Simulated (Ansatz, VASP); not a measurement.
**SnO: VASP beside Ansatz**

```xyz
4
Lattice="3.3550 0.0000 0.0000 0.0000 5.6741 0.0000 0.0000 0.0000 4.2220" Properties=species:S:1:pos:R:3 pbc="T T T"
Sn    0.0000    1.3159    2.1665
Sn    1.6775    4.3582    0.0555
O     0.0000    5.0570    3.1110
O     1.6775    0.6171    1.0000
```

Alike in both runs: task single point; functional PBEsol; k mesh 8 × 6 × 6; occupations gaussian, width 0.05 eV; no spin polarisation.

```csv
,VASP,Ansatz
version,VASP 6.6.1,Ansatz 0.2.0
potentials or method,"VASP PAW PBE potentials, release 64 (Sn_d, O), cutoff 520 eV","scalar-relativistic, plane waves, PAW"
valence electrons in the cell,40,40
```

Ansatz gave:

```
gap on the k mesh at the Fermi level (eV)                     : 1.34
least direct gap on the mesh (eV)                             : 1.98
pressure (GPa)                                                : -3.1
traceless stress, the component that is largest in VASP (GPa) : -0.65
rms of the force components (eV/Å)                            : 0.188
```

**Question.** Which values does VASP return?

**Answer.** gap on the k mesh at the Fermi level (eV): 1.33; least direct gap on the mesh (eV): 1.97; pressure (GPa): -2.9; traceless stress, the component that is largest in VASP (GPa): -0.62; rms of the force components (eV/Å): 0.156.

VASP's potentials were made for PBE, not for PBEsol. Atom by atom the forces differ by 0.033 eV/Å (rms over components).
